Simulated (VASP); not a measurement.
## AlGa3AsP3: single point with PBEsol

Crystal: AlGa3AsP3.

```
Ga Al As P
1.0
    10.99993    0.00000    0.00000
     0.00000   10.99993    0.00000
     0.00000    0.00000   10.99993
Ga Al As P
24 8 8 24
Direct
  0.99924 0.00018 0.99291
  0.99732 0.00359 0.50333
  0.99708 0.49616 0.99694
  0.50064 0.00174 0.00060
  0.50154 0.49937 0.49343
  0.25371 0.25394 0.99675
  0.25007 0.24232 0.49976
  0.24932 0.75820 0.00008
  0.25329 0.74689 0.50441
  0.75032 0.24848 0.00065
  0.74892 0.25112 0.50073
  0.75359 0.75443 0.49684
  0.25671 0.00057 0.24976
  0.24978 0.00121 0.75001
  0.25675 0.49999 0.24997
  0.24316 0.50058 0.75055
  0.74587 0.00445 0.25286
  0.75019 0.49962 0.24983
  0.75274 0.49651 0.75269
  0.99342 0.25034 0.24925
  0.99662 0.74721 0.25268
  0.00019 0.75073 0.74935
  0.50111 0.24997 0.24969
  0.50445 0.24696 0.75286
  0.99580 0.50318 0.50348
  0.50048 0.00034 0.49976
  0.50378 0.49605 0.00288
  0.74574 0.74565 0.99572
  0.74961 0.00011 0.74939
  0.99960 0.24938 0.74929
  0.50150 0.75050 0.24909
  0.49950 0.75733 0.74918
  0.12546 0.12568 0.12297
  0.12508 0.62428 0.12368
  0.62670 0.62595 0.62428
  0.37525 0.37387 0.62511
  0.87154 0.87542 0.12354
  0.37540 0.62578 0.87604
  0.12447 0.37502 0.37595
  0.12599 0.87515 0.37700
  0.12453 0.12423 0.62643
  0.12318 0.62586 0.62558
  0.62414 0.12628 0.12481
  0.62576 0.12454 0.62437
  0.62537 0.62340 0.12594
  0.37768 0.37369 0.12537
  0.37803 0.87641 0.12443
  0.37421 0.87828 0.62476
  0.87223 0.37493 0.12370
  0.87436 0.37400 0.62576
  0.87521 0.87593 0.62563
  0.37813 0.12496 0.37441
  0.37612 0.12475 0.87482
  0.37706 0.62659 0.37464
  0.87243 0.12621 0.37660
  0.87363 0.12581 0.87301
  0.87271 0.62437 0.37539
  0.87577 0.62414 0.87344
  0.12331 0.37345 0.87400
  0.12455 0.87638 0.87196
  0.62622 0.37383 0.37283
  0.62730 0.37272 0.87644
  0.62445 0.87606 0.37484
  0.62472 0.87753 0.87532
```

* Program: VASP 6.6.1
* Task: single point
* Functional: PBEsol
* Potentials or basis: VASP PAW PBE potentials, release 64 (Ga_d, Al, As, P)
* Cutoff: 500 eV
* k mesh: 1 × 1 × 1, shifted
* Occupations: fermi-dirac, width 0.05 eV
* Spin: no spin polarisation
* Dipole correction: no
* Further INCAR settings: LREAL = Auto; ALGO = Normal; EDIFF = 1e-06; NBANDS = 286; ISYM = -1

- Pressure: 0.0 GPa
- Largest force: 0.039 eV/Å
- Band gap on the k mesh: 1.86 eV

Forces on the atoms (eV/Å):
```
Ga   0.008  0.007 -0.011
Ga  -0.011  0.007  0.016
Ga  -0.002 -0.001 -0.007
Ga   0.007 -0.003  0.002
Ga  -0.001  0.008 -0.016
Ga   0.012  0.007  0.000
Ga   0.006 -0.004  0.010
Ga   0.020  0.015 -0.007
Ga   0.007  0.001  0.007
Ga  -0.008  0.020 -0.004
Ga   0.005 -0.009 -0.014
Ga  -0.012 -0.008 -0.005
Ga   0.033  0.005 -0.006
Ga  -0.002  0.000  0.002
Ga   0.029 -0.002 -0.004
Ga  -0.015 -0.013 -0.009
Ga   0.009  0.005  0.006
Ga   0.000 -0.001  0.004
Ga   0.003 -0.016  0.013
Ga  -0.021  0.001  0.002
Ga  -0.014 -0.001  0.009
Ga   0.005  0.000  0.010
Ga  -0.012 -0.006 -0.002
Ga   0.006 -0.002  0.012
Al  -0.009 -0.002  0.007
Al  -0.005  0.005  0.003
Al   0.010 -0.014  0.004
Al  -0.018 -0.012 -0.009
Al   0.003  0.003  0.011
Al  -0.002  0.002 -0.002
Al  -0.006 -0.012  0.000
Al  -0.001  0.016  0.006
As  -0.003 -0.002 -0.025
As  -0.014 -0.020 -0.004
As   0.032  0.007 -0.018
As  -0.011 -0.026 -0.001
As  -0.007 -0.016 -0.006
As  -0.027  0.021  0.015
As  -0.006  0.002  0.008
As   0.002 -0.011  0.020
P    0.006 -0.009 -0.004
P   -0.004  0.017  0.017
P   -0.009  0.004  0.011
P    0.002  0.009 -0.007
P    0.007 -0.005  0.004
P    0.011 -0.003  0.005
P   -0.011  0.029  0.005
P   -0.010 -0.016 -0.007
P    0.000 -0.011  0.001
P   -0.010  0.001  0.008
P    0.024  0.013 -0.005
P   -0.001 -0.017 -0.012
P    0.014  0.004 -0.008
P    0.006 -0.011  0.010
P   -0.027  0.017  0.023
P   -0.001 -0.010  0.014
P   -0.011  0.013 -0.005
P    0.003 -0.015 -0.013
P   -0.009  0.020 -0.009
P   -0.006  0.010 -0.020
P    0.005  0.004 -0.013
P    0.025 -0.021 -0.008
P    0.015  0.013 -0.006
P   -0.008  0.010  0.005
```

Stress tensor (GPa, compression positive):
```
 0.03 -0.73 -0.72
-0.73  0.04 -0.72
-0.72 -0.72  0.03
```

Levels at points of the mesh, in eV from the valence-band top:
| k point | band 246 | band 247 | band 248 | band 249 | band 250 | band 251 |
| --- | --- | --- | --- | --- | --- | --- |
| (0.25, 0.25, 0.25) | -0.40 | -0.02 | 0.00 | 1.86 | 1.88 | 1.94 |

It took 11 min on 1 thread of Intel(R) Xeon(R) Platinum 8375C CPU @ 2.90GHz (Ice Lake) (shared host), peak memory 1.1 GiB.

Caveat: the PAW data sets were made with another functional, which shifts forces and pressure a little; a shifted mesh leaves out Γ, where band edges can lie. A k mesh can miss the band edges.
